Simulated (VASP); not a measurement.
**MoS2: relaxation of cell and atoms with PBE+D3(BJ)**

MoS2:

```xyz
6
Lattice="3.1690 0.0000 0.0000 -1.5845 2.7444 0.0000 0.0000 0.0000 12.3240" Properties=species:S:1:pos:R:3 pbc="T T T"
Mo    0.0000    1.8296    3.0810
Mo    1.5845    0.9148    9.2430
S     0.0000    1.8296    7.6779
S     1.5845    0.9148    1.5159
S     0.0000    1.8296   10.8081
S     1.5845    0.9148    4.6461
```

| Quantity | Value |
| --- | --- |
| Program | VASP 6.6.1 |
| Task | relaxation of cell and atoms |
| Functional | PBE |
| Dispersion | D3(BJ) |
| Potentials or basis | VASP PAW PBE potentials, release 64 (Mo_sv, S) |
| Cutoff | 600 eV |
| k mesh | 12 × 12 × 2 |
| Occupations | fermi-dirac, width 0.02 eV |
| Spin | no spin polarisation |
| Dipole correction | no |
| Further INCAR settings | ALGO = Normal; EDIFF = 1e-06; IBRION = 2; EDIFFG = -0.005; NSW = 80; ISIF = 3 |

| Item | Value |
| --- | --- |
| Relaxed volume | 17.29 Å³/atom |
| Relaxed cell | a = 3.149 Å, b = 3.149 Å, c = 12.082 Å, α = 90.00°, β = 90.00°, γ = 120.00° |
| Space group after relaxing (to 0.05 Å) | P6_3/mmc (No. 194) |
| Energy gained by relaxing | 2.8 meV/atom |
| Ionic steps | 13 |
| Pressure after relaxing | 0.0 GPa |
| Band gap on the k mesh | 0.80 eV, indirect (least direct gap 1.70 eV) |
| Dispersion energy per atom | -0.438 eV |

Forces on the atoms (eV/Å):
```
Mo   0.000  0.000  0.000
Mo   0.000  0.000  0.000
S    0.000  0.000  0.002
S    0.000  0.000  0.002
S    0.000  0.000 -0.002
S    0.000  0.000 -0.002
```

Step by step:
```csv
step,energy change (eV),largest force (eV/Å),pressure (GPa),volume (Å³)
1,0.0000,0.0755,-2.05,107.18
2,0.0163,0.5244,3.50,103.68
3,-0.0088,0.1425,-0.08,105.85
4,-0.0114,0.0585,-0.05,105.43
5,-0.0115,0.0382,-0.05,105.33
6,-0.0129,0.0332,-0.05,105.10
7,-0.0160,0.0175,-0.07,104.41
8,-0.0152,0.0159,0.04,103.02
9,-0.0168,0.0081,-0.01,103.86
10,-0.0168,0.0071,-0.01,103.82
11,-0.0168,0.0064,-0.01,103.79
12,-0.0168,0.0157,-0.03,103.69
13,-0.0169,0.0025,-0.02,103.75
```

Final structure:
```
Mo S
1.0
     3.14886    0.00000    0.00000
    -1.57443    2.72699    0.00000
     0.00000    0.00000   12.08243
Mo S
2 4
Cartesian
  0.0000 1.8180 3.0206
  1.5744 0.9090 9.0618
  0.0000 1.8180 7.4966
  1.5744 0.9090 1.4554
  0.0000 1.8180 10.6271
  1.5744 0.9090 4.5859
```

Levels at points of the mesh, in eV from the valence-band top:
```tsv
k point	band 23	band 24	band 25	band 26	band 27	band 28	band 29	band 30
(0.00, 0.00, 0.00)	-2.15	-1.28	-1.11	0.00	2.09	2.09	2.13	2.13
(0.50, 0.00, 0.00)	-1.79	-1.53	-1.49	-1.34	1.62	1.67	1.99	2.31
(0.00, 0.00, 0.50)	-2.18	-2.18	-0.27	-0.27	2.09	2.09	2.09	2.09
(0.50, 0.00, 0.50)	-1.66	-1.66	-1.40	-1.40	1.64	1.64	2.16	2.16
```

Wall time 10 min on 1 thread of Intel(R) Xeon(R) 6975P-C (Granite Rapids), on a shared host, peak memory 0.36 GiB.

A k mesh can miss the band edges.
